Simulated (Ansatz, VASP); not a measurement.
## InAs: VASP beside Ansatz

Contents of INCAR:

```
ALGO = Normal
DIPOL = 0.5 0.5 0.500
EDIFF = 1E-6
ENCUT = 520
GGA = PE
IDIPOL = 3
ISIF = 2
ISMEAR = 0
LASPH = True
LCHARG = False
LDIPOL = True
LREAL = False
LWAVE = False
NBANDS = 26
NELM = 100
PREC = Accurate
SIGMA = 0.1
```

The input KPOINTS:

```
k-points
0
Gamma
  6 6 1
```

The input POSCAR:

```
InAs
1.0
    3.9847318300      0.0000000000      0.0000000000
   -1.9923664100      3.4508792400      0.0000000000
    0.0000000000      0.0000000000     20.0000000000
In As
2 2
Direct
    0.0000000000      0.0000000000      0.5697176600
    0.0000000000      0.0000000000      0.4302823400
    0.3333333300      0.6666666700      0.6333045100
    0.3333333300      0.6666666700      0.3666954900
```

Input for Ansatz:

```yaml
crystal:
  lattice:
    - [3.98473183, 0.0, 0.0]
    - [-1.99236641, 3.45087924, 0.0]
    - [0.0, 0.0, 20.0]
  atoms:
    - { symbol: In, position: [0.0, 0.0, 0.56971766] }
    - { symbol: In, position: [0.0, 0.0, 0.43028234] }
    - { symbol: As, position: [0.33333333, 0.66666667, 0.63330451] }
    - { symbol: As, position: [0.33333333, 0.66666667, 0.36669549] }
  periodic: [true, true, false]
basis:
  ecutwfc: 420
kpoints:
  mp_grid: { grid: [6, 6, 1] }
hamiltonian:
  xc: pbe
scf:
  occupations: { method: gaussian, width: 0.1 }
  lower_state_search: "off"
output:
  forces: true
  stress: true
  eigenvalues: true
```

Change from the starting cell: species swapped into a sheet of the InSe type.

Alike in both runs: task single point; functional PBE; k mesh 6 × 6 × 1; occupations gaussian, width 0.1 eV; no spin polarisation.

|  | VASP | Ansatz |
| --- | --- | --- |
| version | VASP 6.6.1 | Ansatz 0.2.0 |
| potentials or method | VASP PAW PBE potentials, release 64 (In_d, As), cutoff 520 eV | scalar-relativistic, plane waves, PAW |
| valence electrons in the cell | 36 | 56 |

```tsv
	VASP	Ansatz	Ansatz less VASP
gap on the k mesh at the Fermi level (eV)	none	none	-
rms of the force components (eV/Å)	0.185	0.188	+0.0030
```

Atom by atom the forces differ by 0.007 eV/Å (rms over components). A gap of «none» marks a metal or a gap that the smearing closes. VASP's potentials hold 36 valence electrons a cell and Ansatz's 56, so a difference there can come from the potentials and not from the codes. Ansatz's warnings: slab cell height set, structure snapped to symmetry.
